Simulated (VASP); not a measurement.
# PbO (P4/nmm) in VASP: notebook, part 2 of 3

VASP 6.6.1. Earlier steps stand in the parts before.

## Step 3: Single point, PBEsol-based screened hybrid with 25 % exact exchange

The input, POSCAR:

```
PbO
1.0
    3.9900000000      0.0000000000      0.0000000000
    0.0000000000      3.9900000000      0.0000000000
    0.0000000000      0.0000000000      5.0100000000
Pb O
2 2
Direct
    0.5000000000      0.0000000000      0.7600000000
    0.0000000000      0.5000000000      0.2400000000
    0.5000000000      0.5000000000      0.0000000000
    0.0000000000      0.0000000000      0.0000000000
```

The input, INCAR.step1:

```
ALGO     = Normal         # electronic algorithm
EDIFF    = 1E-5           # SCF threshold, eV
ENCUT    = 520            # plane-wave cutoff, eV
GGA      = PE             # functional
GGA_COMPAT= False        
ISIF     = 2              # what is computed and relaxed
ISMEAR   = -1             # smearing method
LASPH    = True           # aspherical terms in the spheres
LREAL    = False          # projectors in reciprocal space
LWAVE    = True           # write WAVECAR
NBANDS   = 28             # bands
NELM     = 120            # most SCF steps
PREC     = Accurate       # precision mode
SIGMA    = 0.05           # smearing width, eV
```

The input, INCAR.step2:

```
AEXX     = 0.25           # exact-exchange fraction
ALGO     = Normal         # electronic algorithm
EDIFF    = 1E-6           # SCF threshold, eV
ENCUT    = 520            # plane-wave cutoff, eV
GGA      = PS             # functional
GGA_COMPAT= False        
HFSCREEN = 0.207          # screening, 1/A
ISIF     = 2              # what is computed and relaxed
ISMEAR   = -1             # smearing method
ISTART   = 1            
LASPH    = True           # aspherical terms in the spheres
LCHARG   = True           # write CHGCAR
LELF     = True           # ELF
LHFCALC  = True           # exact exchange
LREAL    = False          # projectors in reciprocal space
LVHAR    = True         
LWAVE    = False          # write WAVECAR
NBANDS   = 28             # bands
NELM     = 120            # most SCF steps
PREC     = Accurate       # precision mode
PRECFOCK = Normal       
SIGMA    = 0.05           # smearing width, eV
```

The input, KPOINTS:

```
k-points
0
Gamma
  4 4 3
```

Potentials or basis: VASP PAW PBE potentials, release 64 (Pb_d, O).

Command:

```sh
cat potpaw_PBE.64/Pb_d/POTCAR potpaw_PBE.64/O/POTCAR > POTCAR
cp INCAR.step1 INCAR
mpirun -np 1 vasp_std > vasp.out
cp INCAR.step2 INCAR
mpirun -np 1 vasp_std > vasp.out
```

It took 63 min on 1 thread of Intel Xeon 8259CL, shared host; peak memory 0.32 GiB.

Results (log left out):

```
Free energy            : -27.4930 eV
Pressure               : -3.4 GPa
Largest force          : 0.792 eV/Å
Band gap on the k mesh : 1.75 eV (least direct gap 3.15 eV)
```

Forces on the atoms (eV/Å):
```
Pb   0.000  0.000  0.792
Pb   0.000  0.000 -0.792
O    0.000  0.000  0.000
O    0.000  0.000  0.000
```

Stress tensor (GPa, compression positive):
```
-3.53  0.00  0.00
 0.00 -3.53  0.00
 0.00  0.00 -3.19
```

Levels at points of the mesh, in eV from the valence-band top:
| k point | band 16 | band 17 | band 18 | band 19 | band 20 | band 21 | band 22 | band 23 | band 24 | band 25 |
| --- | --- | --- | --- | --- | --- | --- | --- | --- | --- | --- |
| (0.00, 0.00, 0.00) | -4.87 | -2.15 | -2.06 | -2.06 | 0.00 | 3.21 | 6.47 | 6.47 | 6.47 | 7.64 |
| (0.50, 0.00, 0.00) | -3.71 | -3.52 | -3.52 | -1.91 | -1.91 | 4.18 | 4.18 | 7.67 | 7.67 | 7.73 |
| (0.50, 0.50, 0.00) | -3.97 | -1.84 | -1.84 | -1.39 | -1.39 | 1.75 | 1.75 | 6.06 | 6.06 | 9.08 |

Caveat: the cell stands under tension; the PAW data sets were made with another functional, which shifts forces and pressure a little; spin-orbit coupling is left out, which moves the levels of the heavy elements. A k mesh can miss the band edges.

## Step 4: Single point, PBE-based screened hybrid with 35 % exact exchange

POSCAR is that of step 3.

The input, INCAR.step1:

```
PREC     = Accurate       # precision mode
ENCUT    = 520            # plane-wave cutoff, eV
EDIFF    = 1E-5           # SCF threshold, eV
ISMEAR   = -1             # smearing method
SIGMA    = 0.05           # smearing width, eV
LREAL    = F              # projectors in reciprocal space
LASPH    = T              # aspherical terms in the spheres
NELM     = 120            # most SCF steps
ALGO     = Normal         # electronic algorithm
ISIF     = 2              # what is computed and relaxed
LWAVE    = T              # write WAVECAR
LCHARG   = F              # write CHGCAR
GGA      = PE             # functional
NBANDS   = 28             # bands
GGA_COMPAT= F
```

The input, INCAR.step2:

```
PREC     = Accurate       # precision mode
ENCUT    = 520            # plane-wave cutoff, eV
EDIFF    = 1E-6           # SCF threshold, eV
ISMEAR   = -1             # smearing method
SIGMA    = 0.05           # smearing width, eV
LREAL    = F              # projectors in reciprocal space
LASPH    = T              # aspherical terms in the spheres
NELM     = 120            # most SCF steps
ALGO     = Normal         # electronic algorithm
ISIF     = 2              # what is computed and relaxed
LWAVE    = F              # write WAVECAR
LCHARG   = F              # write CHGCAR
GGA      = PE             # functional
LHFCALC  = T              # exact exchange
AEXX     = 0.35           # exact-exchange fraction
HFSCREEN = 0.2078699      # screening, 1/A
PRECFOCK = Normal       
ISTART   = 1            
NBANDS   = 28             # bands
GGA_COMPAT= F
```

The input, KPOINTS:

```
Automatic mesh
0
Gamma
  4 4 3
```

Potentials or basis: VASP PAW PBE potentials, release 64 (Pb_d, O).

Command:

```sh
cat potpaw_PBE.64/Pb_d/POTCAR potpaw_PBE.64/O/POTCAR > POTCAR
cp INCAR.step1 INCAR
mpirun -np 1 vasp_std > vasp.out
cp INCAR.step2 INCAR
mpirun -np 1 vasp_std > vasp.out
```

OUTCAR:

```text
PREC = Accurate
   ENCUT = 520
   EDIFF = 1E-6
   ISMEAR = -1
   LREAL = F
   LASPH = T
   NELM = 120
   ISIF = 2
   GGA = PE
   LHFCALC = T
   AEXX = 0.35
   HFSCREEN = 0.2078699
   PRECFOCK = Normal
   ISTART = 1

 ion  position               nearest neighbor table
   1  0.500  0.000  0.760-   3 2.33   4 2.33   3 2.33   4 2.33   2 3.71   2 3.71   2 3.71   2 3.71
                             2 3.84   2 3.84   2 3.84   2 3.84
   2  0.000  0.500  0.240-   3 2.33   4 2.33   4 2.33   3 2.33   1 3.71   1 3.71   1 3.71   1 3.71
                             1 3.84   1 3.84   1 3.84   1 3.84
   3  0.500  0.500  0.000-   1 2.33   2 2.33   1 2.33   2 2.33
   4  0.000  0.000  0.000-   1 2.33   2 2.33   2 2.33   1 2.33

  LATTYP: Found a simple tetragonal cell.
 ALAT       =     3.9900000000
 C/A-ratio  =     1.2556390977

  Lattice vectors:

 A1 = (   3.9900000000,   0.0000000000,   0.0000000000)
 A2 = (   0.0000000000,   3.9900000000,   0.0000000000)
 A3 = (   0.0000000000,   0.0000000000,   5.0100000000)

Analysis of symmetry for initial positions (statically):
=====================================================================
 Subroutine PRICEL returns:
 Original cell was already a primitive cell.

 Routine SETGRP: Setting up the symmetry group for a
 simple tetragonal supercell.

 Subroutine GETGRP returns: Found 16 space group operations
 (whereof  8 operations were pure point group operations)
 out of a pool of 16 trial point group operations.

The static configuration has the point symmetry D_2d.
 The point group associated with its full space group is D_4h.

Analysis of symmetry for dynamics (positions and initial velocities):
[... 123 lines left out ...]
     AMIX_MAG =   1.60;   BMIX_MAG =  1.00
  volume/ion in A,a.u.               =      19.94       134.56
  Fermi-wavevector in a.u.,A,eV,Ry     =   1.300670  2.457909 23.017539  1.691741
  Thomas-Fermi vector in A             =   2.431853
   LORBIT       =      0    0 simple, 1 ext, 2 COOP (PROOUT), +10 PAW based schemes
   GGA     = PE    functional components
   LHFCALC =     T    Hartree Fock is set to
   PRECFOCK=normal    Normal, Fast or Accurate (Low or Medium for compatibility)
   ENCUT4O =  -1.0   cutoff for four orbital integrals eV
   NKREDX  =     1    reduce k-point grid by
   NKREDY  =     1    reduce k-point grid by
   NKREDZ  =     1    reduce k-point grid by
   AEXX    =    0.3500 exact exchange contribution
   HFSCREEN=    0.2079 screening length (either q_TF or 0.3 A-1)
   HFSCREENC=   0.2079 screening length for correlation (either q_TF or 0.3 A-1)
   ENCUTFOCK=  -1.0 apply spherical cutoff to Coloumb kernel
   IVDW    =     0    specifies the selected vdW correction
   LEPSILON=     F    determine dielectric tensor
   LRPA    =     F    only Hartree local field effects (RPA)
 non-spin polarized calculation
  energy-cutoff  :      520.00
  volume of cell :       79.76
 maximum number of plane-waves:      2186
 NGX is ok and might be reduce to    30
  NGX = 24; NGY = 24; NGZ = 28

 number of electron      39.9999999 magnetization

 Free energy of the ion-electron system (eV)
  ---------------------------------------------------
  ext. energy  EPLUGINS =         0.00000000
  ---------------------------------------------------
  free energy    TOTEN  =       -28.54000825 eV

  energy without entropy =      -28.54000825  energy(sigma->0) =      -28.54000825

 E-fermi :   5.3999     XC(G=0):  -7.4432

 val. band max:        4.3549594349   @ k =   0.0000   0.0000   0.0000
 cond. band min:       6.4482604223   @ k =   0.5000   0.5000   0.0000
 fundamental gap:      2.0933009874
 Fermi energy:         5.3998731712

 k-point     1 :       0.0000    0.0000    0.0000
  band No.  band energies     occupation
      1     -16.8225      2.00000
      2     -16.1402      2.00000
      3     -13.8398      2.00000
      4     -13.8398      2.00000
      5     -13.7847      2.00000
      6     -13.7571      2.00000
[... 361 lines left out ...]
     27      16.2333      0.00000
     28      16.2333      0.00000

------------------------ aborting loop because EDIFF is reached ----------------------------------------

  FORCE on cell =-STRESS in cart. coord.  units (eV):
  Direction    XX          YY          ZZ          XY          YZ          ZX
  --------------------------------------------------------------------------------------
  -------------------------------------------------------------------------------------
  Total       -1.1003962     -1.1003962     -0.9959283      0.0000000     -0.0000000      0.0000000
  in kB      -22.1042689    -22.1042689    -20.0057631      0.0000000     -0.0000000      0.0000000
  external PRESSURE =     -21.4047669 kB  Pullay stress =       0.0000000 kB

 VOLUME and BASIS-vectors are now :
 -----------------------------------------------------------------------------
  energy-cutoff  :      520.00
  volume of cell :       79.76
      direct lattice vectors                 reciprocal lattice vectors
     3.990000000  0.000000000  0.000000000     0.250626566  0.000000000  0.000000000
     0.000000000  3.990000000  0.000000000     0.000000000  0.250626566  0.000000000
     0.000000000  0.000000000  5.010000000     0.000000000  0.000000000  0.199600798

 POSITION                                       TOTAL-FORCE (eV/Angst)
 -----------------------------------------------------------------------------------
      1.99500      0.00000      3.80760        -0.000000      0.000000      0.818045
      0.00000      1.99500      1.20240         0.000000      0.000000     -0.818045
      1.99500      1.99500      0.00000         0.000000      0.000000      0.000000
      0.00000      0.00000      0.00000         0.000000     -0.000000      0.000000
 -----------------------------------------------------------------------------------
    total drift:                                0.000005      0.000001     -0.000002

  FREE ENERGIE OF THE ION-ELECTRON SYSTEM (eV)
  ---------------------------------------------------
  free  energy   TOTEN  =       -28.5400082479 eV

  energy  without entropy=      -28.5400082477  energy(sigma->0) =      -28.54000825
```

OSZICAR.step1:

```text
N       E                     dE             d eps       ncg     rms          rms(c)
DAV:   1     0.464619964642E+03    0.46462E+03   -0.19696E+04   672   0.170E+03
DAV:   2     0.379648560840E+02   -0.42666E+03   -0.41063E+03   680   0.453E+02
DAV:   3    -0.233213416819E+02   -0.61286E+02   -0.59868E+02   860   0.183E+02
DAV:   4    -0.260160492080E+02   -0.26947E+01   -0.26826E+01   748   0.403E+01
DAV:   5    -0.261008389611E+02   -0.84790E-01   -0.84784E-01   772   0.780E+00    0.124E+01
DAV:   6    -0.216360712813E+02    0.44648E+01   -0.23960E+01   984   0.393E+01    0.548E+00
DAV:   7    -0.214621212733E+02    0.17395E+00   -0.28993E+00   824   0.122E+01    0.248E+00
DAV:   8    -0.214404652261E+02    0.21656E-01   -0.50043E-01   688   0.462E+00    0.776E-01
DAV:   9    -0.214318441493E+02    0.86211E-02   -0.50747E-02  1076   0.182E+00    0.274E-01
DAV:  10    -0.214330119024E+02   -0.11678E-02   -0.11241E-02   792   0.735E-01    0.867E-02
DAV:  11    -0.214328702740E+02    0.14163E-03   -0.19200E-03  1032   0.351E-01    0.618E-02
DAV:  12    -0.214328334777E+02    0.36796E-04   -0.28698E-04   944   0.158E-01    0.181E-02
DAV:  13    -0.214328309255E+02    0.25521E-05   -0.36007E-05   648   0.424E-02
   1 F= -.21432831E+02 E0= -.21432831E+02  d E =-.719512E-06
```

Run time: 82 min. Hardware: 1 thread of Intel Xeon 8259CL, shared host; peak memory 0.29 GiB.

Results:

- Free energy: -28.5400 eV
- Pressure: -2.1 GPa
- Largest force: 0.818 eV/Å
- Band gap on the k mesh: 2.09 eV (least direct gap 3.64 eV)

Forces on the atoms (eV/Å):
```
Pb   0.000  0.000  0.818
Pb   0.000  0.000 -0.818
O    0.000  0.000  0.000
O    0.000  0.000  0.000
```

Stress tensor (GPa, compression positive):
```
-2.21  0.00  0.00
 0.00 -2.21  0.00
 0.00  0.00 -2.00
```

Caveat: the PAW data sets were made with another functional, which shifts forces and pressure a little; spin-orbit coupling is left out, which moves the levels of the heavy elements. A k mesh can miss the band edges.

(Part 2 of 3 ends here.)
